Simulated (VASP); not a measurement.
# MgO (P6_3/mmc) in VASP: a series of runs

Runs on MgO. Level: PBE. Tasks: single point.

Program: VASP 6.6.1. These are calculated values, not measurements. Logs are shortened: lines on timing, memory, paths and dates and some standing lists are left out, and cuts for length are marked.

**1. The cell of the first run**

Symmetry: P6_3/mmc, No. 194, hexagonal system. Conventional cell: a = 3.536 Å, b = 3.536 Å, c = 4.540 Å, α = 90.00°, β = 90.00°, γ = 120.00°. Mg (site symmetry -6m2) has 5 O at 2.04 to 2.27 Å within 2.7 Å. O (site symmetry -6m2) has 5 Mg at 2.04 to 2.27 Å within 2.7 Å.

**2. Single point, PBE (volume 12.292 Å^3 an atom, c/a of the conventional cell 1.2837)**

File INCAR:

```
ALGO = Normal ; EDIFF = 1E-6
ENCUT = 520 ; GGA = PE
ISIF = 2 ; ISMEAR = 0
LASPH = T ; LCHARG = T
LELF = T ; LREAL = F
LVHAR = T ; LWAVE = F
NBANDS = 16 ; NELM = 80
PREC = Accurate ; SIGMA = 0.05
```

File KPOINTS:

```
k-points
0
Gamma
  9 9 6
```

File POSCAR:

```
MgO
1.0
    3.5364114660      0.0000000000      0.0000000000
   -1.7682057330      3.0626221678      0.0000000000
    0.0000000000      0.0000000000      4.5396913990
Mg O
2 2
Direct
    0.6666666667      0.3333333333      0.7500000000
    0.3333333333      0.6666666667      0.2500000000
    0.6666666667      0.3333333333      0.2500000000
    0.3333333333      0.6666666667      0.7500000000
```

Potentials or basis: VASP PAW PBE potentials, release 64 (Mg, O).

Launch:

```
$ cat potpaw_PBE.64/Mg/POTCAR potpaw_PBE.64/O/POTCAR > POTCAR
$ mpirun -np 1 vasp_std > vasp.out
```

OUTCAR:

```text
EDIFF = 1E-6
   ENCUT = 520
   GGA = PE
   ISIF = 2
   ISMEAR = 0
   LASPH = T
   LREAL = F
   NELM = 80
   PREC = Accurate

 ion  position               nearest neighbor table
   1  0.667  0.333  0.750-   4 2.04   4 2.04   4 2.04   3 2.27   3 2.27   2 3.05   2 3.05   2 3.05
                             2 3.05   2 3.05   2 3.05
   2  0.333  0.667  0.250-   3 2.04   3 2.04   3 2.04   4 2.27   4 2.27   1 3.05   1 3.05   1 3.05
                             1 3.05   1 3.05   1 3.05
   3  0.667  0.333  0.250-   2 2.04   2 2.04   2 2.04   1 2.27   1 2.27
   4  0.333  0.667  0.750-   1 2.04   1 2.04   1 2.04   2 2.27   2 2.27

  LATTYP: Found a hexagonal cell.
 ALAT       =     3.5364114660
 C/A-ratio  =     1.2837000000

  Lattice vectors:

 A1 = (   3.5364114660,   0.0000000000,   0.0000000000)
 A2 = (  -1.7682057330,   3.0626221678,   0.0000000000)
 A3 = (   0.0000000000,   0.0000000000,   4.5396913990)

Analysis of symmetry for initial positions (statically):
=====================================================================
 Subroutine PRICEL returns:
 Original cell was already a primitive cell.

 Routine SETGRP: Setting up the symmetry group for a
 hexagonal supercell.

 Subroutine GETGRP returns: Found 24 space group operations
 (whereof 12 operations were pure point group operations)
 out of a pool of 24 trial point group operations.

The static configuration has the point symmetry D_3d.
 The point group associated with its full space group is D_6h.

Analysis of symmetry for dynamics (positions and initial velocities):
=====================================================================
 Subroutine PRICEL returns:
 Original cell was already a primitive cell.

 Routine SETGRP: Setting up the symmetry group for a
 hexagonal supercell.

 Subroutine GETGRP returns: Found 24 space group operations
 (whereof 12 operations were pure point group operations)
 out of a pool of 24 trial point group operations.

The dynamic configuration has the point symmetry D_3d.
 The point group associated with its full space group is D_6h.

 Subroutine INISYM returns: Found 24 space group operations
 (whereof 12 operations are pure point group operations),
 and found     1 'primitive' translations

[... 92 lines left out ...]
   ISPIN  =      1    spin polarized calculation?
   LNONCOLLINEAR =      F non collinear calculations
   LSORBIT =      F    spin-orbit coupling
   LASPH  =      T    aspherical Exc in radial PAW
   ENCUT  =  520.0 eV  38.22 Ry    6.18 a.u.   6.58  6.58  8.44*2*pi/ulx,y,z
   NELM   =     80;   NELMIN=  2; NELMDL= -5     # of ELM steps
   EDIFF  = 0.1E-05   stopping-criterion for ELM
   LREAL  =      F    real-space projection
   EDIFFG = 0.1E-04   stopping-criterion for IOM
   NSW    =      0    number of steps for IOM
   IBRION =     -1    ionic relax: 0-MD 1-quasi-New 2-CG
   NFREE  =      0    steps in history (QN), initial steepest desc. (CG)
   ISIF   =      2    stress and relaxation
   ISYM   =      2    0-nonsym 1-usesym 2-fastsym
   POTIM  = 0.5000    time-step for ionic-motion
   TEBEG  =    0.0;   TEEND  =   0.0 temperature during run
   PSTRESS=    0.0 pullay stress
   NELECT =      16.0000    total number of electrons
   NUPDOWN=      -1.0000    fix difference up-down
   EMIN   =  10.00;   EMAX   =-10.00  energy-range for DOS
   EFERMI =   0.00;   METHOD = LEGACY
   ISMEAR =     0;   SIGMA  =   0.05  broadening in eV -4-tet -1-fermi 0-gaus
   EFERMI_NEDOS =   21; number of points for ismear=-14 and -15
   IALGO  =     38    algorithm
   IMIX   =      4    mixing-type and parameters
     AMIX     =   0.40;   BMIX     =  1.00
     AMIX_MAG =   1.60;   BMIX_MAG =  1.00
  volume/ion in A,a.u.               =      12.29        82.95
  Fermi-wavevector in a.u.,A,eV,Ry     =   1.126040  2.127908 17.251739  1.267967
  Thomas-Fermi vector in A             =   2.262720
   LORBIT       =      0    0 simple, 1 ext, 2 COOP (PROOUT), +10 PAW based schemes
   GGA     = PE    functional components
   LHFCALC =     F    Hartree Fock is set to
   AEXX    =    0.0000 exact exchange contribution
   IVDW    =     0    specifies the selected vdW correction
   LEPSILON=     F    determine dielectric tensor
   LRPA    =     F    only Hartree local field effects (RPA)
 non-spin polarized calculation
 Gauss-broadening in eV      SIGMA  =   0.05
  energy-cutoff  :      520.00
  volume of cell :       49.17
 maximum number of plane-waves:      1373
 NGX is ok and might be reduce to    28
   NGX = 13   NGY = 13   NGZ = 17

 number of electron      15.9999998 magnetization

 Free energy of the ion-electron system (eV)
  ---------------------------------------------------
  ext. energy  EPLUGINS =         0.00000000
  ---------------------------------------------------
  free energy    TOTEN  =       -23.52490652 eV

  energy without entropy =      -23.52490652  energy(sigma->0) =      -23.52490652

 E-fermi :   1.6486     XC(G=0):  -9.6043

 val. band max:        1.4188566034   @ k =   0.0000   0.0000   0.0000
 cond. band min:       4.1960916137   @ k =   0.0000   0.0000   0.0000
 fundamental gap:      2.7772350103
 Fermi energy:         1.6486200758

 k-point     1 :       0.0000    0.0000    0.0000
  band No.  band energies     occupation
      1     -15.1379      2.00000
      2     -14.1125      2.00000
      3      -2.0134      2.00000
      4      -0.1167      2.00000
      5      -0.1167      2.00000
      6       0.5754      2.00000
[... 433 lines left out ...]
      3      -1.7379      2.00000
      4      -1.2078      2.00000
      5      -1.2078      2.00000
      6       0.0983      2.00000
[... 8 lines left out ...]
     15      14.3302      0.00000
     16      16.8287      0.00000

 [... further k-points ...]
[... 5 lines left out ...]
  --------------------------------------------------------------------------------------
  -------------------------------------------------------------------------------------
  Total       -1.9151595     -1.9151595     -3.6347233     -0.0000000      0.0000000      0.0000000
  in kB      -62.4069548    -62.4069548   -118.4402703     -0.0000000      0.0000000      0.0000000
  external PRESSURE =     -81.0847266 kB  Pullay stress =       0.0000000 kB

 VOLUME and BASIS-vectors are now :
 -----------------------------------------------------------------------------
  energy-cutoff  :      520.00
  volume of cell :       49.17
      direct lattice vectors                 reciprocal lattice vectors
     3.536411466  0.000000000  0.000000000     0.282772525  0.163258793  0.000000000
    -1.768205733  3.062622168  0.000000000     0.000000000  0.326517587  0.000000000
     0.000000000  0.000000000  4.539691399     0.000000000  0.000000000  0.220279290

 POSITION                                       TOTAL-FORCE (eV/Angst)
 -----------------------------------------------------------------------------------
      1.76821      1.02087      3.40477        -0.000000      0.000000      0.000000
     -0.00000      2.04175      1.13492         0.000000     -0.000000      0.000000
      1.76821      1.02087      1.13492         0.000000      0.000000      0.000000
     -0.00000      2.04175      3.40477         0.000000     -0.000000      0.000000
 -----------------------------------------------------------------------------------
    total drift:                               -0.000000      0.000000     -0.000000

  FREE ENERGIE OF THE ION-ELECTRON SYSTEM (eV)
  ---------------------------------------------------
  free  energy   TOTEN  =       -23.5249065201 eV

  energy  without entropy=      -23.5249065201  energy(sigma->0) =      -23.52490652
```

It took 22 s on 1 thread of Intel Xeon Platinum 8559C (Emerald Rapids), shared host; peak memory 0.18 GiB.

What came out:

```yaml
Free_energy: -23.5249 eV
Pressure: -8.1 GPa
Band_gap_on_the_k_mesh: 2.78 eV, direct
```

Stress tensor (GPa, compression positive):
```
 -6.24   0.00   0.00
  0.00  -6.24   0.00
  0.00   0.00 -11.84
```

Levels at points of the mesh, in eV from the valence-band top:
```tsv
k point	band 5	band 6	band 7	band 8	band 9	band 10	band 11	band 12
(0.00, 0.00, 0.00)	-1.54	-0.84	-0.84	0.00	2.78	8.32	10.70	12.16
(0.00, 0.00, 0.50)	-1.20	-1.20	-1.20	-1.20	5.69	5.69	12.53	12.53
```

**3. Single point, PBE (volume 12.292 Å^3 an atom, c/a of the conventional cell 1.2432)**

File INCAR:

```
PREC = Accurate
ENCUT = 520
EDIFF = 1E-6
ISMEAR = 0
SIGMA = 0.05
LREAL = False
LASPH = True
NELM = 100
ALGO = Normal
ISIF = 2
LWAVE = False
LCHARG = False
GGA = PE
NBANDS = 16
```

File KPOINTS:

```
Automatic mesh
0
Gamma
  9 9 6
```

File POSCAR:

```
MgO
1.0
    3.5744039930      0.0000000000      0.0000000000
   -1.7872019965      3.0955246613      0.0000000000
    0.0000000000      0.0000000000      4.4436990441
Mg O
2 2
Direct
    0.6666666667      0.3333333333      0.7500000000
    0.3333333333      0.6666666667      0.2500000000
    0.6666666667      0.3333333333      0.2500000000
    0.3333333333      0.6666666667      0.7500000000
```

Potentials or basis: VASP PAW PBE potentials, release 64 (Mg, O).

Launch:

```
$ cat potpaw_PBE.64/Mg/POTCAR potpaw_PBE.64/O/POTCAR > POTCAR
$ mpirun -np 1 vasp_std > vasp.out
```

Run time: 21 s. Hardware: 1 thread of Intel Xeon Platinum 8559C (Emerald Rapids), shared host; peak memory 0.18 GiB.

It converged, with:

```yaml
Free_energy: -23.5540 eV
Pressure: -8.6 GPa
Band_gap_on_the_k_mesh: 2.82 eV, direct
```

Stress tensor (GPa, compression positive):
```
 -7.54   0.00   0.00
  0.00  -7.54   0.00
  0.00   0.00 -10.77
```

Levels at points of the mesh, in eV from the valence-band top:
| k point | band 6 | band 7 | band 8 | band 9 | band 10 | band 11 |
| --- | --- | --- | --- | --- | --- | --- |
| (0.00, 0.00, 0.00) | -0.77 | -0.77 | 0.00 | 2.82 | 8.43 | 11.01 |
| (0.00, 0.00, 0.50) | -1.16 | -1.16 | -1.16 | 5.77 | 5.77 | 12.34 |

**4. Single point, PBE (volume 12.292 Å^3 an atom, c/a of the conventional cell 1.1291)**

File INCAR:

```
SYSTEM = MgO
  PREC = Accurate
  ENCUT = 520
  EDIFF = 1E-7
  ISMEAR = 0
  SIGMA = 0.05
  LREAL = .FALSE.
  LASPH = .TRUE.
  NELM = 60
  ALGO = Normal
  ISIF = 2
  LWAVE = .FALSE.
  LCHARG = .FALSE.
  GGA = PE
  NBANDS = 16
```

File KPOINTS:

```
regular mesh
0
G
  9 9 6
  0 0 0
```

File POSCAR:

```
MgO
1.0
    3.6909642150      0.0000000000      0.0000000000
   -1.8454821075      3.1964687747      0.0000000000
    0.0000000000      0.0000000000      4.1674676952
Mg O
2 2
Direct
    0.6666666667      0.3333333333      0.7500000000
    0.3333333333      0.6666666667      0.2500000000
    0.6666666667      0.3333333333      0.2500000000
    0.3333333333      0.6666666667      0.7500000000
```

Launch:

```
$ cat potpaw_PBE.64/Mg/POTCAR potpaw_PBE.64/O/POTCAR > POTCAR
$ mpirun -np 1 vasp_std > vasp.out
```

It took 19 s on 1 thread of Intel Xeon Platinum 8559C (Emerald Rapids), shared host; peak memory 0.18 GiB.

It converged, with:

* Free energy: -23.5308 eV
* Pressure: -7.7 GPa
* Band gap on the k mesh: 3.00 eV, direct

Stress tensor (GPa, compression positive):
```
-9.79  0.00  0.00
 0.00 -9.79  0.00
 0.00  0.00 -3.38
```

Levels at points of the mesh, in eV from the valence-band top:
```
           k point  band 4  band 5  band 6  band 7  band 8  band 9  band 10  band 11  band 12  band 13
(0.00, 0.00, 0.00)   -1.51   -1.51   -0.50   -0.50    0.00    3.00     8.94    11.57    11.57    12.03
(0.00, 0.00, 0.50)   -2.19   -1.02   -1.02   -1.02   -1.02    6.05     6.05    11.91    11.91    11.91
```

**5. Single point, PBE (volume 12.292 Å^3 an atom, c/a of the conventional cell 1.2039)**

File INCAR:

```
SYSTEM = MgO
ALGO = Normal
EDIFF = 1E-6
ENCUT = 520
GGA = PE
ISIF = 2
ISMEAR = 0
LASPH = .TRUE.
LCHARG = .TRUE.
LELF = .TRUE.
LREAL = .FALSE.
LVHAR = .TRUE.
LWAVE = .FALSE.
NBANDS = 16
NELM = 80
PREC = Accurate
SIGMA = 0.05
```

File KPOINTS:

```
k-points
0
G
  9 9 6
  0 0 0
```

File POSCAR:

```
MgO
1.0
    3.6128627013      0.0000000000      0.0000000000
   -1.8064313507      3.1288308797      0.0000000000
    0.0000000000      0.0000000000      4.3495967573
Mg O
2 2
Direct
    0.6666666667      0.3333333333      0.7500000000
    0.3333333333      0.6666666667      0.2500000000
    0.6666666667      0.3333333333      0.2500000000
    0.3333333333      0.6666666667      0.7500000000
```

Launch:

```
$ cat potpaw_PBE.64/Mg/POTCAR potpaw_PBE.64/O/POTCAR > POTCAR
$ mpirun -np 1 vasp_std > vasp.out
```

Run time: 23 s. Hardware: 1 thread of Intel Xeon Platinum 8559C (Emerald Rapids), shared host; peak memory 0.18 GiB.

It converged, with:

- Free energy: -23.5666 eV
- Pressure: -8.7 GPa
- Band gap on the k mesh: 2.88 eV, direct

Stress tensor (GPa, compression positive):
```
-8.56  0.00  0.00
 0.00 -8.56  0.00
 0.00  0.00 -9.09
```

Levels at points of the mesh, in eV from the valence-band top:
```
           k point  band 6  band 7  band 8  band 9  band 10  band 11
(0.00, 0.00, 0.00)   -0.68   -0.68    0.00    2.88     8.57    11.34
(0.00, 0.00, 0.50)   -1.12   -1.12   -1.12    5.86     5.86    12.18
```

(Continued in part 2 of 2.)
